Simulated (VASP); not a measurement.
# Si in VASP: notebook, part 2 of 2

VASP 6.6.1. Earlier steps stand in the parts before.

**4. Relaxation of the atoms, LDA**

INCAR reads:

```
PREC     = Accurate       # precision mode
ENCUT    = 520            # plane-wave cutoff, eV
EDIFF    = 1E-6           # SCF threshold, eV
ISMEAR   = -1             # smearing method
SIGMA    = 0.05           # smearing width, eV
LREAL    = False          # projectors in reciprocal space
LASPH    = True           # aspherical terms in the spheres
NELM     = 80             # most SCF steps
ALGO     = Normal         # electronic algorithm
ISIF     = 2              # what is computed and relaxed
LWAVE    = False          # write WAVECAR
LCHARG   = False          # write CHGCAR
GGA      = CA             # functional
IBRION   = 2              # ionic algorithm
NSW      = 100            # ionic steps
EDIFFG   = -0.01          # ionic threshold
```

KPOINTS reads:

```
Automatic mesh
0
Gamma
  7 7 7
```

POSCAR reads:

```
Si
1.0
    0.0000000000      2.7135600000      2.7135600000
    2.7135600000      0.0000000000      2.7135600000
    2.7135600000      2.7135600000      0.0000000000
Si
2
Direct
    0.7447906300      0.7559614200      0.7340531200
    0.4987112400      0.4849530900      0.5089319900
```

Potentials or basis: VASP PAW LDA potentials, release 64 (Si).

Command:

```
> cat potpaw_LDA.64/Si/POTCAR > POTCAR
> mpirun -np 1 vasp_std > vasp.out
```

OUTCAR:

```text
PREC = Accurate
   ENCUT = 520
   EDIFF = 1E-6
   ISMEAR = -1
   LREAL = False
   LASPH = True
   NELM = 80
   ISIF = 2
   GGA = CA
   IBRION = 2
   NSW = 100
   EDIFFG = -0.01

 ion  position               nearest neighbor table
   1  0.745  0.756  0.734-   2 2.29   2 2.33   2 2.36   2 2.43
   2  0.499  0.485  0.509-   1 2.29   1 2.33   1 2.36   1 2.43

  LATTYP: Found a face centered cubic cell.
 ALAT       =     5.4271200000

  Lattice vectors:

 A1 = (   0.0000000000,   2.7135600000,   2.7135600000)
 A2 = (   2.7135600000,   0.0000000000,   2.7135600000)
 A3 = (   2.7135600000,   2.7135600000,   0.0000000000)

Analysis of symmetry for initial positions (statically):
=====================================================================
 Subroutine PRICEL returns:
 Original cell was already a primitive cell.

 Routine SETGRP: Setting up the symmetry group for a
 face centered cubic supercell.

 Subroutine GETGRP returns: Found  2 space group operations
 (whereof  1 operations were pure point group operations)
 out of a pool of 48 trial point group operations.

The static configuration has the point symmetry C_1 .
 The point group associated with its full space group is S_2 .

Analysis of symmetry for dynamics (positions and initial velocities):
=====================================================================
 Subroutine PRICEL returns:
 Original cell was already a primitive cell.

 Routine SETGRP: Setting up the symmetry group for a
 face centered cubic supercell.

 Subroutine GETGRP returns: Found  2 space group operations
 (whereof  1 operations were pure point group operations)
 out of a pool of 48 trial point group operations.

The dynamic configuration has the point symmetry C_1 .
 The point group associated with its full space group is S_2 .

 Subroutine INISYM returns: Found  2 space group operations
 (whereof  1 operations are pure point group operations),
 and found     1 'primitive' translations

[... 132 lines left out ...]

--------------------------------------- Ionic step        1  -------------------------------------------

 number of electron       8.0000000 magnetization

 Free energy of the ion-electron system (eV)
  ---------------------------------------------------
  ext. energy  EPLUGINS =         0.00000000
  ---------------------------------------------------
  free energy    TOTEN  =       -11.85443484 eV

  energy without entropy =      -11.85357777  energy(sigma->0) =      -11.85400631

------------------------ aborting loop because EDIFF is reached ----------------------------------------

  FORCE on cell =-STRESS in cart. coord.  units (eV):
  Direction    XX          YY          ZZ          XY          YZ          ZX
  --------------------------------------------------------------------------------------
  -------------------------------------------------------------------------------------
  Total       -0.2055233     -0.3013131     -0.2376624     -0.4236304      0.0234512      0.7345551
  in kB       -8.2399281    -12.0803726     -9.5284625    -16.9843687      0.9402163     29.4500937
  external PRESSURE =      -9.9495877 kB  Pullay stress =       0.0000000 kB
[... 167 lines left out ...]
--------------------------------------- Ionic step        6  -------------------------------------------

 number of electron       8.0000000 magnetization

 Free energy of the ion-electron system (eV)
  ---------------------------------------------------
  ext. energy  EPLUGINS =         0.00000000
  ---------------------------------------------------
  free energy    TOTEN  =       -11.90749259 eV

  energy without entropy =      -11.90735696  energy(sigma->0) =      -11.90742478

 E-fermi :   6.0080     XC(G=0):  -9.6119

 val. band max:        5.7948999128   @ k =   0.0000   0.0000   0.0000
 cond. band min:       6.2572348068   @ k =   0.4286   0.0000   0.4286
 fundamental gap:      0.4623348940
 Fermi energy:         6.0079523464

 k-point     1 :       0.0000    0.0000    0.0000
  band No.  band energies     occupation
      1      -6.1781      2.00000
      2       5.7924      1.97351
      3       5.7937      1.97285
      4       5.7949      1.97218
      5       8.3162      0.00000
      6       8.3169      0.00000
      7       8.3176      0.00000
      8       9.0252      0.00000
[... 243 lines left out ...]
 k-point    24 :       0.2857    0.2857    0.1429
  band No.  band energies     occupation
      1      -5.2124      2.00000
      2       2.0212      2.00000
      3       4.2249      2.00000
      4       4.2718      2.00000
      5       7.7937      0.00000
      6       9.6367      0.00000
      7      10.2698      0.00000
      8      10.5038      0.00000

 [... further k-points ...]

------------------------ aborting loop because EDIFF is reached ----------------------------------------

  FORCE on cell =-STRESS in cart. coord.  units (eV):
  Direction    XX          YY          ZZ          XY          YZ          ZX
  --------------------------------------------------------------------------------------
  -------------------------------------------------------------------------------------
  Total       -0.3107503     -0.3107538     -0.3107526     -0.0008799      0.0002026      0.0013744
  in kB      -12.4587341    -12.4588720    -12.4588259     -0.0352773      0.0081209      0.0551028
  external PRESSURE =     -12.4588107 kB  Pullay stress =       0.0000000 kB
[... 17 lines left out ...]
  FREE ENERGIE OF THE ION-ELECTRON SYSTEM (eV)
  ---------------------------------------------------
  free  energy   TOTEN  =       -11.9074925934 eV

  energy  without entropy=      -11.9073569630  energy(sigma->0) =      -11.90742478

 reached required accuracy - stopping structural energy minimisation
```

OSZICAR:

```text
N       E                     dE             d eps       ncg     rms          rms(c)
DAV:   1     0.858641717689E+01    0.85864E+01   -0.34962E+03  2760   0.816E+02
DAV:   2    -0.118455563813E+02   -0.20432E+02   -0.19662E+02  4296   0.866E+01
DAV:   3    -0.121185035261E+02   -0.27295E+00   -0.27283E+00  3424   0.131E+01
[... 33 lines left out ...]
DAV:   3    -0.119074813105E+02    0.25742E-06   -0.36677E-07  2552   0.443E-03
   5 F= -.11907481E+02 E0= -.11907413E+02  d E =-.716934E-03
       N       E                     dE             d eps       ncg     rms          rms(c)
DAV:   1    -0.119074915402E+02   -0.99723E-05   -0.35918E-04  3216   0.123E-01    0.719E-03
DAV:   2    -0.119074926905E+02   -0.11503E-05   -0.12506E-05  4392   0.302E-02    0.290E-03
DAV:   3    -0.119074925934E+02    0.97055E-07   -0.13455E-07  2200   0.254E-03
   6 F= -.11907493E+02 E0= -.11907425E+02  d E =-.112829E-04
```

Wall time 3.8 min (1 thread of Intel Xeon 8259CL, shared host); peak memory 0.17 GiB.

What came out:

* Free energy: -11.9075 eV
* Energy gained by relaxing: 26.5 meV/atom
* Ionic steps: 6
* Pressure after relaxing: -1.2 GPa
* Largest force after relaxing: 0.003 eV/Å
* Band gap on the k mesh: 0.46 eV (least direct gap 2.52 eV)

Forces on the atoms (eV/Å):
```
Si   0.000  0.003 -0.002
Si   0.000 -0.003  0.002
```

Step by step:
```
step  energy change (eV)  largest force (eV/Å)  pressure (GPa)
   1              0.0000                1.1423           -0.99
   2             -0.0499                0.2822           -1.23
   3             -0.0523                0.1386           -1.24
   4             -0.0530                0.0387           -1.25
   5             -0.0530                0.0175           -1.25
   6             -0.0531                0.0031           -1.25
```

Final structure:
```yaml
crystal:
  lattice:
    - [0.00000, 2.71356, 2.71356]
    - [2.71356, 0.00000, 2.71356]
    - [2.71356, 2.71356, 0.00000]
  atoms:
    - { symbol: Si, position: [0.74674, 0.74549, 0.74646] }
    - { symbol: Si, position: [0.49676, 0.49543, 0.49652] }
```

Caveat: an odd mesh through Γ misses points on the zone boundary, where band edges can lie.

**5. The runs side by side**

```tsv
task	cell	smearing	gap on the mesh (eV)	pressure (GPa)
single point	as given, atomic positions A	tetrahedron	0.46	-1.2
single point	as given, atomic positions A	methfessel-paxton 0.05 eV	0.46	-1.2
relaxation of the atoms	atoms relaxed, atomic positions B	fermi-dirac 0.05 eV	0.46	-1.2
```

Alike in all rows: level LDA; potentials or basis VASP PAW LDA potentials, release 64 (Si); no spin polarisation; k mesh 7 × 7 × 7; cutoff (eV) 520.

Caveats: an odd mesh through Γ misses points on the zone boundary, where band edges can lie.

Absolute energies hang on the potentials; compare differences alone.
